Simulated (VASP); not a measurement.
# Ta3Ru (Fm-3m) in VASP: a series of runs

The runs below take Ta3Ru through vibrations by perturbation theory, with LDA.

Everything below comes from runs of VASP 6.6.1. Logs are shortened: lines on timing, memory, paths and dates and some standing lists are left out, and cuts for length are marked.

### 1 The cell of the first run

It takes space group Fm-3m (No. 225, cubic). The conventional cell has a = 6.300 Å, b = 6.300 Å, c = 6.300 Å, α = 90.00°, β = 90.00°, γ = 90.00°. Ta (site symmetry -43m) has 10 Ta at 2.73 to 3.15 Å and 4 Ru at 2.73 Å within 3.6 Å. Ta (site symmetry m-3m) has 8 Ta at 2.73 Å and 6 Ru at 3.15 Å within 3.6 Å. Within 3.6 Å of Ru (site symmetry m-3m) lie 14 Ta at 2.73 to 3.15 Å.

### 2 Vibrations by perturbation theory, LDA

Contents of INCAR:

```
SYSTEM = Ta3Ru
PREC     = Accurate       ! precision mode
ENCUT    = 520            ! plane-wave cutoff, eV
EDIFF    = 1E-8           ! SCF threshold, eV
ISMEAR   = -1             ! smearing method
SIGMA    = 0.15           ! smearing width, eV
LREAL    = .FALSE.        ! projectors in reciprocal space
LASPH    = .TRUE.         ! aspherical terms in the spheres
NELM     = 100            ! most SCF steps
ALGO     = Normal         ! electronic algorithm
ISIF     = 2              ! what is computed and relaxed
LWAVE    = .FALSE.        ! write WAVECAR
LCHARG   = .FALSE.        ! write CHGCAR
GGA      = CA             ! functional
IBRION   = 8              ! ionic algorithm
NSW      = 1              ! ionic steps
```

Contents of KPOINTS:

```
regular mesh
0
G
  12 12 12
  0 0 0
```

Contents of POSCAR:

```
Ta3Ru
1.0
    0.0000000000      3.1498090344      3.1498090344
    3.1498090344      0.0000000000      3.1498090344
    3.1498090344      3.1498090344      0.0000000000
Ta Ru
3 1
Direct
    0.2500000000      0.2500000000      0.2500000000
    0.7500000000      0.7500000000      0.7500000000
    0.5000000000      0.5000000000      0.5000000000
    0.0000000000      0.0000000000      0.0000000000
```

Potentials or basis: VASP PAW LDA potentials, release 64 (Ta_pv, Ru_pv).

On the command line:

```sh
$ cat potpaw_LDA.64/Ta_pv/POTCAR potpaw_LDA.64/Ru_pv/POTCAR > POTCAR
$ mpirun -np 1 vasp_std > vasp.out
```

OUTCAR:

```text
SYSTEM = Ta3Ru
   PREC = Accurate
   ENCUT = 520
   EDIFF = 1E-8
   ISMEAR = -1
   LREAL = .FALSE.
   LASPH = .TRUE.
   NELM = 100
   ISIF = 2
   GGA = CA
   IBRION = 8
   NSW = 1

 ion  position               nearest neighbor table
   1  0.250  0.250  0.250-   4 2.73   4 2.73   4 2.73   3 2.73   3 2.73   3 2.73   4 2.73   3 2.73
                             2 3.15   2 3.15   2 3.15   2 3.15   2 3.15   2 3.15
   2  0.750  0.750  0.750-   3 2.73   3 2.73   3 2.73   4 2.73   4 2.73   4 2.73   4 2.73   3 2.73
                             1 3.15   1 3.15   1 3.15   1 3.15   1 3.15   1 3.15
   3  0.500  0.500  0.500-   1 2.73   1 2.73   1 2.73   2 2.73   2 2.73   2 2.73   2 2.73   1 2.73
                             4 3.15   4 3.15   4 3.15   4 3.15   4 3.15   4 3.15
   4  0.000  0.000  0.000-   2 2.73   2 2.73   2 2.73   1 2.73   1 2.73   1 2.73   2 2.73   1 2.73
                             3 3.15   3 3.15   3 3.15   3 3.15   3 3.15   3 3.15

  LATTYP: Found a face centered cubic cell.
 ALAT       =     6.2996180688

  Lattice vectors:

 A1 = (   0.0000000000,   3.1498090344,   3.1498090344)
 A2 = (   3.1498090344,   0.0000000000,   3.1498090344)
 A3 = (   3.1498090344,   3.1498090344,   0.0000000000)

Analysis of symmetry for initial positions (statically):
=====================================================================
 Subroutine PRICEL returns:
 Original cell was already a primitive cell.

 Routine SETGRP: Setting up the symmetry group for a
 face centered cubic supercell.

 Subroutine GETGRP returns: Found 48 space group operations
 (whereof 48 operations were pure point group operations)
 out of a pool of 48 trial point group operations.

The static configuration has the point symmetry O_h .

Analysis of symmetry for dynamics (positions and initial velocities):
=====================================================================
 Subroutine PRICEL returns:
 Original cell was already a primitive cell.

 Routine SETGRP: Setting up the symmetry group for a
 face centered cubic supercell.

 Subroutine GETGRP returns: Found 48 space group operations
 (whereof 48 operations were pure point group operations)
 out of a pool of 48 trial point group operations.

The dynamic configuration has the point symmetry O_h .

 Subroutine INISYM returns: Found 48 space group operations
 (whereof 48 operations are pure point group operations),
 and found     1 'primitive' translations

----------------------------------------------------------------------------------------

                                     Primitive cell

  volume of cell :      62.5004

  direct lattice vectors                    reciprocal lattice vectors
     0.000000000  3.149809034  3.149809034    -0.158739782  0.158739782  0.158739782
     3.149809034  0.000000000  3.149809034     0.158739782 -0.158739782  0.158739782
     3.149809034  3.149809034  0.000000000     0.158739782  0.158739782 -0.158739782

  length of vectors
     4.454502655  4.454502655  4.454502655     0.274945368  0.274945368  0.274945368

  position of ions in fractional coordinates (direct lattice)
     0.250000000  0.250000000  0.250000000
     0.750000000  0.750000000  0.750000000
     0.500000000  0.500000000  0.500000000
     0.000000000  0.000000000  0.000000000

  ion indices of the primitive-cell ions
   primitive index   ion index
                 1           1
                 2           2
                 3           3
                 4           4

[... 118 lines left out ...]

  energy without entropy =      -49.93032053  energy(sigma->0) =      -50.01378217

 E-fermi :   7.9305     XC(G=0): -13.5442

 val. band max:        7.8843799770   @ k =   0.1667   0.0833   0.0000
 cond. band min:       7.9436885884   @ k =   0.3333   0.2500   0.0000
 fundamental gap:      0.0593086115
 Fermi energy:         7.9305122781

 k-point     1 :       0.0000    0.0000    0.0000
  band No.  band energies     occupation
      1     -34.7418      2.00000
      2     -34.7418      2.00000
      3     -34.7418      2.00000
      4     -26.0611      2.00000
      5     -26.0611      2.00000
      6     -26.0611      2.00000
[... 733 lines left out ...]
     27       9.9784      0.00000
     28      10.0920      0.00000

 [... further k-points ...]

------------------------ aborting loop because EDIFF is reached ----------------------------------------

  FORCE on cell =-STRESS in cart. coord.  units (eV):
  Direction    XX          YY          ZZ          XY          YZ          ZX
  --------------------------------------------------------------------------------------
  -------------------------------------------------------------------------------------
  Total        2.7723023      2.7723023      2.7723023      0.0000000      0.0000000     -0.0000000
  in kB       71.0670849     71.0670849     71.0670849      0.0000000      0.0000000     -0.0000000
  external PRESSURE =      71.0670849 kB  Pullay stress =       0.0000000 kB

 VOLUME and BASIS-vectors are now :
 -----------------------------------------------------------------------------
  energy-cutoff  :      520.00
  volume of cell :       62.50
      direct lattice vectors                 reciprocal lattice vectors
     0.000000000  3.149809034  3.149809034    -0.158739782  0.158739782  0.158739782
     3.149809034  0.000000000  3.149809034     0.158739782 -0.158739782  0.158739782
     3.149809034  3.149809034  0.000000000     0.158739782  0.158739782 -0.158739782

 POSITION                                       TOTAL-FORCE (eV/Angst)
 -----------------------------------------------------------------------------------
      1.57490      1.57490      1.57490        -0.000000     -0.000000     -0.000000
      4.72471      4.72471      4.72471         0.000000      0.000000      0.000000
      3.14981      3.14981      3.14981         0.000000      0.000000      0.000000
      0.00000      0.00000      0.00000         0.000000      0.000000      0.000000
 -----------------------------------------------------------------------------------
    total drift:                                0.000000      0.000000      0.000000

  FREE ENERGIE OF THE ION-ELECTRON SYSTEM (eV)
  ---------------------------------------------------
  free  energy   TOTEN  =       -50.0972438105 eV

  energy  without entropy=      -49.9303205295  energy(sigma->0) =      -50.01378217

[... ionic steps 2 to 12 ...]

--------------------------------------- Ionic step       13  -------------------------------------------

 Free energy of the ion-electron system (eV)
  ---------------------------------------------------
  ---------------------------------------------------
  free energy    TOTEN  =        -0.67901980 eV

  energy without entropy =       -0.67901978

------------------------ aborting loop because EDIFF is reached ----------------------------------------

 INTERNAL STRAIN TENSOR  FOR ION    4  DIRECTION 1   (eV/Angst):
 -----------------------------------------------------------------------------
     0.01642 -0.00000 -0.00000
     0.00000 -0.01425  0.00000
    -0.00000  0.00000 -0.01425

 INTERNAL STRAIN TENSOR FOR ION    4 for displacements in x,y,z  (eV/Angst):
          X           Y           Z          XY          YZ          ZX
  --------------------------------------------------------------------------------
  x     0.00000     0.00000     0.00000     0.00000     0.00000     0.00000
  y     0.00000     0.00000     0.00000     0.00000     0.00000     0.00000
  z     0.00000     0.00000     0.00000     0.00000     0.00000     0.00000

 SECOND DERIVATIVES (NOT SYMMETRIZED)
 ------------------------------------
               1X          1Y          1Z          2X          2Y          2Z          3X          3Y          3Z          4X          4Y          4Z
  1X   -15.369858    0.000000    0.000000    4.082382    0.000000    0.000000    7.128878    0.000000    0.000000    4.158598    0.000000    0.000000
  1Y     0.000000  -15.369858    0.000000    0.000000    4.082382    0.000000    0.000000    7.128878    0.000000    0.000000    4.158598    0.000000
  1Z     0.000000    0.000000  -15.369858    0.000000    0.000000    4.082382    0.000000    0.000000    7.128878    0.000000    0.000000    4.158598
  2X     4.082382    0.000000    0.000000  -15.369858    0.000000    0.000000    7.128878    0.000000    0.000000    4.158598    0.000000    0.000000
  2Y     0.000000    4.082382    0.000000    0.000000  -15.369858    0.000000    0.000000    7.128878    0.000000    0.000000    4.158598    0.000000
  2Z     0.000000    0.000000    4.082382    0.000000    0.000000  -15.369858    0.000000    0.000000    7.128878    0.000000    0.000000    4.158598
  3X     7.119883    0.000000    0.000000    7.119883    0.000000    0.000000  -18.595469    0.000000    0.000000    4.355702    0.000000    0.000000
  3Y     0.000000    7.119883    0.000000    0.000000    7.119883    0.000000    0.000000  -18.595469    0.000000    0.000000    4.355702    0.000000
  3Z     0.000000    0.000000    7.119883    0.000000    0.000000    7.119883    0.000000    0.000000  -18.595469    0.000000    0.000000    4.355702
  4X     4.154736    0.000000    0.000000    4.154736    0.000000    0.000000    4.346326    0.000000    0.000000  -12.655797    0.000000    0.000000
  4Y     0.000000    4.154736    0.000000    0.000000    4.154736    0.000000    0.000000    4.346326    0.000000    0.000000  -12.655797    0.000000
  4Z     0.000000    0.000000    4.154736    0.000000    0.000000    4.154736    0.000000    0.000000    4.346326    0.000000    0.000000  -12.655797

 Eigenvectors and eigenvalues of the dynamical matrix
 ----------------------------------------------------

   1 f  =    6.030344 THz    37.889769 2PiTHz  201.150625 cm-1    24.939488 meV
             X         Y         Z           dx          dy          dz
      1.574905  1.574905  1.574905    -0.135315   -0.070064    0.002362
      4.724714  4.724714  4.724714    -0.135315   -0.070064    0.002362
      3.149809  3.149809  3.149809    -0.329202   -0.170455    0.005745
      0.000000  0.000000  0.000000     0.802121    0.415325   -0.013999
[... 71 lines left out ...]
  12 f/i=    0.001832 THz     0.011511 2PiTHz    0.061111 cm-1     0.007577 meV
             X         Y         Z           dx          dy          dz
      1.574905  1.574905  1.574905    -0.000998    0.041940    0.528312
      4.724714  4.724714  4.724714    -0.000998    0.041940    0.528312
      3.149809  3.149809  3.149809    -0.000998    0.041958    0.528536
      0.000000  0.000000  0.000000    -0.000746    0.031370    0.395167

--------------------------------------------------------------------------------------------------------

 ELASTIC MODULI CONTR FROM IONIC RELAXATION (kBar)
 Direction    XX          YY          ZZ          XY          YZ          ZX
 --------------------------------------------------------------------------------
 XX           0.0000      0.0000      0.0000      0.0000      0.0000      0.0000
 YY           0.0000      0.0000      0.0000      0.0000      0.0000      0.0000
 ZZ           0.0000      0.0000      0.0000      0.0000      0.0000      0.0000
 XY           0.0000      0.0000      0.0000    -16.8578      0.0000      0.0000
 YZ           0.0000      0.0000      0.0000      0.0000    -16.8578      0.0000
 ZX           0.0000      0.0000      0.0000      0.0000      0.0000    -16.8578
 --------------------------------------------------------------------------------
```

Run time: 52 min. Hardware: 1 thread of Oxide Virtual Turin-like, shared host; peak memory 0.94 GiB.

What came out:

| Item | Value |
| --- | --- |
| Highest phonon frequency at Γ | 201 cm⁻¹ |

Phonon frequencies in cm⁻¹ (negative: imaginary):
| q point | frequencies |
| --- | --- |
| (0.000, 0.000, 0.000) | 0 0 0 171 171 171 196 196 196 201 201 201 |

Caveat: the cell stands under pressure or tension, which shifts response properties; spin-orbit coupling is left out, which moves the levels of the heavy elements.

(Continued in part 2 of 2.)
